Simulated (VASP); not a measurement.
# Si4Ge (R-3m) in VASP: single point with PBE

Aim: the single point of Si4Ge with PBE.

Program: VASP 6.6.1. These are calculated values, not measurements. Logs are shortened: lines on timing, memory, paths and dates and some standing lists are left out, and cuts for length are marked.

## 1. The cell of the first run

The structure is trigonal, space group R-3m (No. 166). The conventional cell has a = 3.027 Å, b = 3.027 Å, c = 30.167 Å, α = 90.00°, β = 90.00°, γ = 120.00°. Within 3.4 Å of Si (site symmetry 3m) lie 9 Si at 2.55 to 3.03 Å and 3 Ge at 2.80 Å. Within 3.4 Å of Si (site symmetry 3m) lie 12 Si at 2.55 to 3.03 Å. Ge (site symmetry -3m) has 6 Si at 2.80 Å and 6 Ge at 3.03 Å within 3.7 Å.

## 2. Single point, PBE

File INCAR:

```
ALGO = Normal
EDIFF = 1E-6
ENCUT = 500
GGA = PE
GGA_COMPAT = False
ISIF = 2
ISMEAR = 0
LASPH = True
LCHARG = True
LELF = True
LREAL = False
LVHAR = True
LWAVE = False
NBANDS = 23
NELM = 120
PREC = Accurate
SIGMA = 0.2
```

File KPOINTS:

```
k-points
0
Gamma
  6 6 6
```

File POSCAR:

```
Si4Ge
1.0
    1.5133887962      0.8737554289     10.0557323932
   -1.5133887962      0.8737554289     10.0557323932
    0.0000000000     -1.7475108577     10.0557323932
Si Ge
4 1
Direct
    0.5939754712      0.5939754712      0.5939754712
    0.1992426582      0.1992426582      0.1992426582
    0.8007573418      0.8007573418      0.8007573418
    0.4060245288      0.4060245288      0.4060245288
    0.0000000000      0.0000000000      0.0000000000
```

Potentials or basis: VASP PAW PBE potentials, release 64 (Si, Ge_d).

On the command line:

```
cat potpaw_PBE.64/Si/POTCAR potpaw_PBE.64/Ge_d/POTCAR > POTCAR
mpirun -np 1 vasp_std > vasp.out
```

OUTCAR:

```text
EDIFF = 1E-6
   ENCUT = 500
   GGA = PE
   ISIF = 2
   ISMEAR = 0
   LASPH = True
   LREAL = False
   NELM = 120
   PREC = Accurate

 ion  position               nearest neighbor table
   1  0.594  0.594  0.594-   2 2.55   2 2.55   2 2.55   5 2.80   5 2.80   5 2.80
   2  0.199  0.199  0.199-   1 2.55   1 2.55   1 2.55   3 2.63   3 2.63   3 2.63
   3  0.801  0.801  0.801-   4 2.55   4 2.55   4 2.55   2 2.63   2 2.63   2 2.63
   4  0.406  0.406  0.406-   3 2.55   3 2.55   3 2.55   5 2.80   5 2.80   5 2.80
   5  0.000  0.000  0.000-   1 2.80   4 2.80   1 2.80   1 2.80   4 2.80   4 2.80

  LATTYP: Found a trigonal (rhomboedric) cell.
 ALAT       =    10.2064464022
 COS(alpha) =     0.9560274242

  Lattice vectors:

 A1 = (   1.5133887962,   0.8737554289,  10.0557323932)
 A2 = (  -1.5133887962,   0.8737554289,  10.0557323932)
 A3 = (   0.0000000000,  -1.7475108577,  10.0557323932)

Analysis of symmetry for initial positions (statically):
=====================================================================
 Subroutine PRICEL returns:
 Original cell was already a primitive cell.

 Routine SETGRP: Setting up the symmetry group for a
 trigonal (rhombohedral) supercell.

 Subroutine GETGRP returns: Found 12 space group operations
 (whereof 12 operations were pure point group operations)
 out of a pool of 12 trial point group operations.

The static configuration has the point symmetry D_3d.

Analysis of symmetry for dynamics (positions and initial velocities):
=====================================================================
 Subroutine PRICEL returns:
 Original cell was already a primitive cell.

 Routine SETGRP: Setting up the symmetry group for a
 trigonal (rhombohedral) supercell.

 Subroutine GETGRP returns: Found 12 space group operations
 (whereof 12 operations were pure point group operations)
 out of a pool of 12 trial point group operations.

The dynamic configuration has the point symmetry D_3d.

 Subroutine INISYM returns: Found 12 space group operations
 (whereof 12 operations are pure point group operations),
 and found     1 'primitive' translations

----------------------------------------------------------------------------------------

                                     Primitive cell

  volume of cell :      79.7821

  direct lattice vectors                    reciprocal lattice vectors
     1.513388796  0.873755429 10.055732393     0.330384367  0.190747503  0.033148588
    -1.513388796  0.873755429 10.055732393    -0.330384367  0.190747503  0.033148588
     0.000000000 -1.747510858 10.055732393     0.000000000 -0.381495007  0.033148588

  length of vectors
    10.206446402 10.206446402 10.206446402     0.382932460  0.382932460  0.382932460

  position of ions in fractional coordinates (direct lattice)
     0.593975471  0.593975471  0.593975471
     0.199242658  0.199242658  0.199242658
     0.800757342  0.800757342  0.800757342
     0.406024529  0.406024529  0.406024529
     0.000000000  0.000000000  0.000000000

  ion indices of the primitive-cell ions
   primitive index   ion index
                 1           1
                 2           2
                 3           3
                 4           4
                 5           5

----------------------------------------------------------------------------------------

 KPOINTS: k-points

Automatic generation of k-mesh.
 Grid dimensions read from file:
 generate k-points for:    6    6    6

 Generating k-lattice:

  Cartesian coordinates                     Fractional coordinates (reciprocal lattice)
     0.055064061  0.031791251  0.005524765     0.166666667 -0.000000000 -0.000000000
    -0.055064061  0.031791251  0.005524765    -0.000000000  0.166666667 -0.000000000
     0.000000000 -0.063582501  0.005524765     0.000000000  0.000000000  0.166666667

  Length of vectors
     0.063822077  0.063822077  0.063822077

  Shift w.r.t. Gamma in fractional coordinates (k-lattice)
     0.000000000  0.000000000  0.000000000

 Subroutine IBZKPT returns following result:
 ===========================================

 Found     32 irreducible k-points:

 Following reciprocal coordinates:
            Coordinates               Weight
  0.000000  0.000000  0.000000      1.000000
  0.166667  0.000000 -0.000000      6.000000
  0.333333  0.000000 -0.000000      6.000000
  0.500000  0.000000  0.000000      3.000000
  0.166667  0.166667 -0.000000      6.000000
  0.333333  0.166667  0.000000     12.000000
[... 16 lines left out ...]
  0.500000  0.500000  0.166667      6.000000
 -0.333333  0.500000  0.166667     12.000000
 [... further k-points ...]
   k-points           NKPTS =     32   k-points in BZ     NKDIM =     32   number of bands    NBANDS=     23
   number of dos      NEDOS =    301   number of ions     NIONS =      5
   total plane-waves  NPLWV = 512000
   dimension x,y,z NGX =    80 NGY =   80 NGZ =   80
   dimension x,y,z NGXF=   160 NGYF=  160 NGZF=  160
   ions per type =               4   1
   NGX,Y,Z   is equivalent  to a cutoff of  13.03, 13.03, 13.03 a.u.
   NGXF,Y,Z  is equivalent  to a cutoff of  26.06, 26.06, 26.06 a.u.
 SYSTEM =  unknown system
   PREC   = accura    normal or accurate (medium, high low for compatibility)
   ISTART =      0    job   : 0-new  1-cont  2-samecut
   ICHARG =      2    charge: 1-file 2-atom 10-const
   ISPIN  =      1    spin polarized calculation?
   LNONCOLLINEAR =      F non collinear calculations
   LSORBIT =      F    spin-orbit coupling
   LASPH  =      T    aspherical Exc in radial PAW
   ENCUT  =  500.0 eV  36.75 Ry    6.06 a.u.  18.61 18.61 18.61*2*pi/ulx,y,z
   NELM   =    120;   NELMIN=  2; NELMDL= -5     # of ELM steps
   EDIFF  = 0.1E-05   stopping-criterion for ELM
   LREAL  =      F    real-space projection
   EDIFFG = 0.1E-04   stopping-criterion for IOM
   NSW    =      0    number of steps for IOM
   IBRION =     -1    ionic relax: 0-MD 1-quasi-New 2-CG
   NFREE  =      0    steps in history (QN), initial steepest desc. (CG)
   ISIF   =      2    stress and relaxation
   ISYM   =      2    0-nonsym 1-usesym 2-fastsym
   POTIM  = 0.5000    time-step for ionic-motion
   TEBEG  =    0.0;   TEEND  =   0.0 temperature during run
   PSTRESS=    0.0 pullay stress
   NELECT =      30.0000    total number of electrons
   NUPDOWN=      -1.0000    fix difference up-down
   EMIN   =  10.00;   EMAX   =-10.00  energy-range for DOS
   EFERMI =   0.00;   METHOD = LEGACY
   ISMEAR =     0;   SIGMA  =   0.20  broadening in eV -4-tet -1-fermi 0-gaus
   EFERMI_NEDOS =   21; number of points for ismear=-14 and -15
   IALGO  =     38    algorithm
   IMIX   =      4    mixing-type and parameters
     AMIX     =   0.40;   BMIX     =  1.00
     AMIX_MAG =   1.60;   BMIX_MAG =  1.00
  volume/ion in A,a.u.               =      15.96       107.68
  Fermi-wavevector in a.u.,A,eV,Ry     =   1.181626  2.232950 18.997007  1.396241
  Thomas-Fermi vector in A             =   2.317896
   LORBIT       =      0    0 simple, 1 ext, 2 COOP (PROOUT), +10 PAW based schemes
   GGA     = PE    functional components
   LHFCALC =     F    Hartree Fock is set to
   AEXX    =    0.0000 exact exchange contribution
   IVDW    =     0    specifies the selected vdW correction
   LEPSILON=     F    determine dielectric tensor
   LRPA    =     F    only Hartree local field effects (RPA)
 non-spin polarized calculation
 Gauss-broadening in eV      SIGMA  =   0.20
  energy-cutoff  :      500.00
  volume of cell :       79.78
 maximum number of plane-waves:      2074
 NGX is ok and might be reduce to    80
   NGX = 37   NGY = 37   NGZ = 37

 number of electron      29.9999994 magnetization

 Free energy of the ion-electron system (eV)
  ---------------------------------------------------
  ext. energy  EPLUGINS =         0.00000000
  ---------------------------------------------------
  free energy    TOTEN  =       -23.71458143 eV

  energy without entropy =      -23.66812578  energy(sigma->0) =      -23.69135360

 E-fermi :   8.8682     XC(G=0): -11.0400

 val. band max:        8.8533617275   @ k =  -0.3333   0.3333   0.3333
 cond. band min:       8.8783293627   @ k =  -0.3333   0.5000   0.3333
 fundamental gap:      0.0249676352
 Fermi energy:         8.8682395320

 k-point     1 :       0.0000    0.0000    0.0000
  band No.  band energies     occupation
      1     -15.8840      2.00000
      2     -15.8840      2.00000
      3     -15.8802      2.00000
      4     -15.8300      2.00000
      5     -15.8300      2.00000
      6      -5.0498      2.00000
[... 15 lines left out ...]
     22      16.8616      0.00000
     23      17.3362      0.00000

 k-point     2 :       0.1667    0.0000   -0.0000
  band No.  band energies     occupation
      1     -15.8906      2.00000
      2     -15.8652      2.00000
      3     -15.8644      2.00000
      4     -15.8416      2.00000
      5     -15.8325      2.00000
      6      -4.4630      2.00000
[... 15 lines left out ...]
     22      15.2358      0.00000
     23      16.1182      0.00000

 k-point     3 :       0.3333    0.0000   -0.0000
  band No.  band energies     occupation
      1     -15.9053      2.00000
      2     -15.8645      2.00000
      3     -15.8384      2.00000
      4     -15.8346      2.00000
      5     -15.8241      2.00000
      6      -2.7171      2.00000
[... 15 lines left out ...]
     22      13.4429      0.00000
     23      13.9162      0.00000
[... 495 lines left out ...]
 k-point    23 :       0.5000    0.5000    0.1667
  band No.  band energies     occupation
      1     -15.9053      2.00000
      2     -15.8645      2.00000
      3     -15.8384      2.00000
      4     -15.8346      2.00000
      5     -15.8241      2.00000
      6      -2.5782      2.00000
[... 15 lines left out ...]
     22      13.9723      0.00000
     23      14.4118      0.00000

 k-point    24 :      -0.3333    0.5000    0.1667
  band No.  band energies     occupation
      1     -15.8902      2.00000
      2     -15.8693      2.00000
      3     -15.8468      2.00000
      4     -15.8340      2.00000
      5     -15.8131      2.00000
      6      -0.8597      2.00000
[... 15 lines left out ...]
     22      13.2828      0.00000
     23      15.1764      0.00000

 [... further k-points ...]
[... 5 lines left out ...]
  --------------------------------------------------------------------------------------
  -------------------------------------------------------------------------------------
  Total       -0.0038765     -0.0038765      0.0194960      0.0000000      0.0000000      0.0000000
  in kB       -0.0778466     -0.0778466      0.3915171      0.0000000      0.0000000      0.0000000
  external PRESSURE =       0.0786080 kB  Pullay stress =       0.0000000 kB

 VOLUME and BASIS-vectors are now :
 -----------------------------------------------------------------------------
  energy-cutoff  :      500.00
  volume of cell :       79.78
      direct lattice vectors                 reciprocal lattice vectors
     1.513388796  0.873755429 10.055732393     0.330384367  0.190747503  0.033148588
    -1.513388796  0.873755429 10.055732393    -0.330384367  0.190747503  0.033148588
     0.000000000 -1.747510858 10.055732393     0.000000000 -0.381495007  0.033148588

 POSITION                                       TOTAL-FORCE (eV/Angst)
 -----------------------------------------------------------------------------------
      0.00000      0.00000     17.91858         0.000000     -0.000000     -0.005576
      0.00000      0.00000      6.01059         0.000000     -0.000000     -0.006665
      0.00000      0.00000     24.15660         0.000000      0.000000      0.006665
      0.00000      0.00000     12.24862         0.000000      0.000000      0.005576
      0.00000      0.00000      0.00000         0.000000     -0.000000      0.000000
 -----------------------------------------------------------------------------------
    total drift:                                0.000000      0.000000     -0.000000

  FREE ENERGIE OF THE ION-ELECTRON SYSTEM (eV)
  ---------------------------------------------------
  free  energy   TOTEN  =       -23.7145814261 eV

  energy  without entropy=      -23.6681257821  energy(sigma->0) =      -23.69135360
```

It took 5.2 min on 1 thread of Intel Xeon 6975P-C (Granite Rapids), shared host; peak memory 0.89 GiB.

What came out:

- Free energy: -23.7146 eV
- Pressure: 0.0 GPa
- Largest force: 0.007 eV/Å
- Band gap on the k mesh: zero (band 15 reaches 13.62 eV, above the bottom of band 16 at 6.56 eV)

Forces in eV/Å, atoms in the order of the input:
```
Si   0.000  0.000 -0.006
Si   0.000  0.000 -0.007
Si   0.000  0.000  0.007
Si   0.000  0.000  0.006
Ge   0.000  0.000  0.000
```

Caveat: the k points lie up to 0.40 Å⁻¹ apart.
